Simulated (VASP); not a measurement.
# LiF (Pm-3m) in VASP: single point with r2SCAN

Aim: the single point of LiF with r2SCAN.

All numbers are computed with VASP 6.6.1; they aren't measurements. Logs are shortened: lines on timing, memory, paths and dates and some standing lists are left out, and cuts for length are marked.

## Step 1: The cell of the first run

It takes space group Pm-3m (No. 221, cubic). Conventional cell: a = 2.516 Å, b = 2.516 Å, c = 2.516 Å, α = 90.00°, β = 90.00°, γ = 90.00°. Within 2.9 Å of Li (site symmetry m-3m) lie 8 F at 2.18 Å and 6 Li at 2.52 Å. Within 2.9 Å of F (site symmetry m-3m) lie 8 Li at 2.18 Å and 6 F at 2.52 Å.

## Step 2: Single point, r2SCAN

Contents of POSCAR:

```
LiF
1.0
    2.5162584446      0.0000000000      0.0000000000
    0.0000000000      2.5162584446      0.0000000000
    0.0000000000      0.0000000000      2.5162584446
Li F
1 1
Direct
    0.0000000000      0.0000000000      0.0000000000
    0.5000000000      0.5000000000      0.5000000000
```

Contents of INCAR.step1:

```
SYSTEM = LiF
PREC = Accurate
ENCUT = 1490
ISMEAR = 0
SIGMA = 0.01
LREAL = .FALSE.
LASPH = .TRUE.
NELM = 120
NBANDS = 12
GGA = PE
ALGO = Normal
EDIFF = 1E-5
LWAVE = .TRUE.
LCHARG = .FALSE.
GGA_COMPAT = .FALSE.
```

Contents of INCAR.step2:

```
SYSTEM = LiF
PREC = Accurate
ENCUT = 1490
EDIFF = 1E-6
ISMEAR = 0
SIGMA = 0.01
LREAL = .FALSE.
LASPH = .TRUE.
NELM = 120
ALGO = Normal
ISIF = 2
LWAVE = .FALSE.
LCHARG = .FALSE.
METAGGA = R2SCAN
LMIXTAU = .TRUE.
NBANDS = 12
ISTART = 1
GGA_COMPAT = .FALSE.
```

Contents of KPOINTS:

```
Automatic mesh
0
G
  8 8 8
  0 0 0
```

Potentials or basis: VASP PAW PBE potentials, release 64 (Li_sv, F_h).

Command:

```sh
$ cat potpaw_PBE.64/Li_sv/POTCAR potpaw_PBE.64/F_h/POTCAR > POTCAR
$ cp INCAR.step1 INCAR
$ mpirun -np 1 vasp_std > vasp.out
$ cp INCAR.step2 INCAR
$ mpirun -np 1 vasp_std > vasp.out
```

OUTCAR:

```text
SYSTEM = LiF
   PREC = Accurate
   ENCUT = 1490
   EDIFF = 1E-6
   ISMEAR = 0
   LREAL = .FALSE.
   LASPH = .TRUE.
   NELM = 120
   ISIF = 2
   METAGGA = R2SCAN
   ISTART = 1

 ion  position               nearest neighbor table
   1  0.000  0.000  0.000-
   2  0.500  0.500  0.500-

  LATTYP: Found a simple cubic cell.
 ALAT       =     2.5162584446

  Lattice vectors:

 A1 = (   2.5162584446,   0.0000000000,   0.0000000000)
 A2 = (   0.0000000000,   2.5162584446,   0.0000000000)
 A3 = (   0.0000000000,   0.0000000000,   2.5162584446)

Analysis of symmetry for initial positions (statically):
=====================================================================
 Subroutine PRICEL returns:
 Original cell was already a primitive cell.

 Routine SETGRP: Setting up the symmetry group for a
 simple cubic supercell.

 Subroutine GETGRP returns: Found 48 space group operations
 (whereof 48 operations were pure point group operations)
 out of a pool of 48 trial point group operations.

The static configuration has the point symmetry O_h .

Analysis of symmetry for dynamics (positions and initial velocities):
=====================================================================
 Subroutine PRICEL returns:
 Original cell was already a primitive cell.

 Routine SETGRP: Setting up the symmetry group for a
 simple cubic supercell.

 Subroutine GETGRP returns: Found 48 space group operations
 (whereof 48 operations were pure point group operations)
 out of a pool of 48 trial point group operations.

The dynamic configuration has the point symmetry O_h .

 Subroutine INISYM returns: Found 48 space group operations
 (whereof 48 operations are pure point group operations),
 and found     1 'primitive' translations

----------------------------------------------------------------------------------------

                                     Primitive cell

  volume of cell :      15.9318

  direct lattice vectors                    reciprocal lattice vectors
     2.516258445  0.000000000  0.000000000     0.397415457  0.000000000  0.000000000
     0.000000000  2.516258445  0.000000000     0.000000000  0.397415457  0.000000000
     0.000000000  0.000000000  2.516258445     0.000000000  0.000000000  0.397415457

  length of vectors
     2.516258445  2.516258445  2.516258445     0.397415457  0.397415457  0.397415457

  position of ions in fractional coordinates (direct lattice)
     0.000000000  0.000000000  0.000000000
     0.500000000  0.500000000  0.500000000
[... 81 lines left out ...]
   IBRION =     -1    ionic relax: 0-MD 1-quasi-New 2-CG
   NFREE  =      0    steps in history (QN), initial steepest desc. (CG)
   ISIF   =      2    stress and relaxation
   ISYM   =      2    0-nonsym 1-usesym 2-fastsym
   POTIM  = 0.5000    time-step for ionic-motion
   TEBEG  =    0.0;   TEEND  =   0.0 temperature during run
   PSTRESS=    0.0 pullay stress
   NELECT =      10.0000    total number of electrons
   NUPDOWN=      -1.0000    fix difference up-down
   EMIN   =  10.00;   EMAX   =-10.00  energy-range for DOS
   EFERMI =   0.00;   METHOD = LEGACY
   ISMEAR =     0;   SIGMA  =   0.01  broadening in eV -4-tet -1-fermi 0-gaus
   EFERMI_NEDOS =   21; number of points for ismear=-14 and -15
   IALGO  =     38    algorithm
   IMIX   =      4    mixing-type and parameters
     AMIX     =   0.40;   BMIX     =  1.00
     AMIX_MAG =   1.60;   BMIX_MAG =  1.00
  volume/ion in A,a.u.               =       7.97        53.76
  Fermi-wavevector in a.u.,A,eV,Ry     =   1.401693  2.648816 26.731957  1.964743
  Thomas-Fermi vector in A             =   2.524529
   LORBIT       =      0    0 simple, 1 ext, 2 COOP (PROOUT), +10 PAW based schemes
   METAGGA = R2SCAN    functional components
   LHFCALC =     F    Hartree Fock is set to
   AEXX    =    0.0000 exact exchange contribution
   IVDW    =     0    specifies the selected vdW correction
   LEPSILON=     F    determine dielectric tensor
   LRPA    =     F    only Hartree local field effects (RPA)
 non-spin polarized calculation
 Gauss-broadening in eV      SIGMA  =   0.01
  energy-cutoff  :     1490.00
  volume of cell :       15.93
 maximum number of plane-waves:      2103
 NGX is ok and might be reduce to    32
   NGX = 15   NGY = 15   NGZ = 15

 number of electron      10.0000002 magnetization

 Free energy of the ion-electron system (eV)
  ---------------------------------------------------
  ext. energy  EPLUGINS =         0.00000000
  ---------------------------------------------------
  free energy    TOTEN  =       -11.28680452 eV

  energy without entropy =      -11.28680452  energy(sigma->0) =      -11.28680452

 E-fermi :   0.4820     XC(G=0): -10.7396

 val. band max:        0.3998651726   @ k =   0.5000   0.5000   0.0000
 cond. band min:       9.5069002370   @ k =   0.0000   0.0000   0.0000
 fundamental gap:      9.1070350644
 Fermi energy:         0.4820391923

 k-point     1 :       0.0000    0.0000    0.0000
  band No.  band energies     occupation
      1     -43.5618      2.00000
      2     -21.7540      2.00000
      3      -0.3367      2.00000
      4      -0.3367      2.00000
      5      -0.3367      2.00000
      6       9.5069      0.00000
      7      20.6643      0.00000
      8      20.6643      0.00000
      9      23.7334      0.00000
     10      23.7334      0.00000
     11      23.7334      0.00000
     12      41.1107      0.00000
[... 331 lines left out ...]
 k-point    24 :       0.5000    0.3750    0.1250
  band No.  band energies     occupation
      1     -43.4657      2.00000
      2     -20.7011      2.00000
      3      -3.0376      2.00000
      4      -2.5742      2.00000
      5      -0.0629      2.00000
      6      14.6281      0.00000
      7      15.1322      0.00000
      8      15.7586      0.00000
      9      23.2900      0.00000
     10      26.1398      0.00000
     11      29.6379      0.00000
     12      31.5664      0.00000

 [... further k-points ...]
[... 5 lines left out ...]
  --------------------------------------------------------------------------------------
  -------------------------------------------------------------------------------------
  Total       -0.0953975     -0.0953975     -0.0953975     -0.0000000     -0.0000000      0.0000000
  in kB       -9.5936066     -9.5936066     -9.5936066     -0.0000000     -0.0000000      0.0000000
  external PRESSURE =      -9.5936066 kB  Pullay stress =       0.0000000 kB

 VOLUME and BASIS-vectors are now :
 -----------------------------------------------------------------------------
  energy-cutoff  :     1490.00
  volume of cell :       15.93
      direct lattice vectors                 reciprocal lattice vectors
     2.516258445  0.000000000  0.000000000     0.397415457  0.000000000  0.000000000
     0.000000000  2.516258445  0.000000000     0.000000000  0.397415457  0.000000000
     0.000000000  0.000000000  2.516258445     0.000000000  0.000000000  0.397415457

 POSITION                                       TOTAL-FORCE (eV/Angst)
 -----------------------------------------------------------------------------------
      0.00000      0.00000      0.00000         0.000000      0.000000      0.000000
      1.25813      1.25813      1.25813         0.000000      0.000000      0.000000
 -----------------------------------------------------------------------------------
    total drift:                                0.000000      0.000000     -0.000000

  FREE ENERGIE OF THE ION-ELECTRON SYSTEM (eV)
  ---------------------------------------------------
  free  energy   TOTEN  =       -11.2868045225 eV

  energy  without entropy=      -11.2868045225  energy(sigma->0) =      -11.28680452
```

OSZICAR.step1:

```text
N       E                     dE             d eps       ncg     rms          rms(c)
DAV:   1     0.904149827452E+02    0.90415E+02   -0.96739E+03   840   0.190E+03
DAV:   2    -0.375242875975E+01   -0.94167E+02   -0.87604E+02  1104   0.318E+02
DAV:   3    -0.953428792532E+01   -0.57819E+01   -0.57552E+01  1132   0.753E+01
DAV:   4    -0.957902379717E+01   -0.44736E-01   -0.44729E-01   980   0.696E+00
DAV:   5    -0.957947563470E+01   -0.45184E-03   -0.45183E-03  1084   0.595E-01    0.456E+00
DAV:   6    -0.906030682541E+01    0.51917E+00   -0.23433E+00   904   0.994E+00    0.155E+00
DAV:   7    -0.904859605269E+01    0.11711E-01   -0.20465E-02  1048   0.204E+00    0.929E-01
DAV:   8    -0.904431476732E+01    0.42813E-02   -0.17560E-02  1136   0.176E+00    0.147E-01
DAV:   9    -0.904438140068E+01   -0.66633E-04   -0.82736E-04   992   0.349E-01    0.521E-02
DAV:  10    -0.904444298827E+01   -0.61588E-04   -0.15575E-04   932   0.121E-01    0.460E-03
DAV:  11    -0.904444315012E+01   -0.16185E-06   -0.12231E-06   804   0.127E-02
   1 F= -.90444432E+01 E0= -.90444432E+01  d E =-.183970E-74
```

It took 2.2 min on 1 thread of AMD EPYC 7R43 (Zen 3), shared host; peak memory 0.15 GiB.

What came out:

| Property | Result |
| --- | --- |
| Free energy | -11.2868 eV |
| Pressure | -1.0 GPa |
| Band gap on the k mesh | 9.11 eV (least direct gap 9.84 eV) |

Caveat: the structure was generated, so it needn't be the stable form of LiF; the PAW data sets were made with another functional, which shifts forces and pressure a little. A k mesh can miss the band edges.
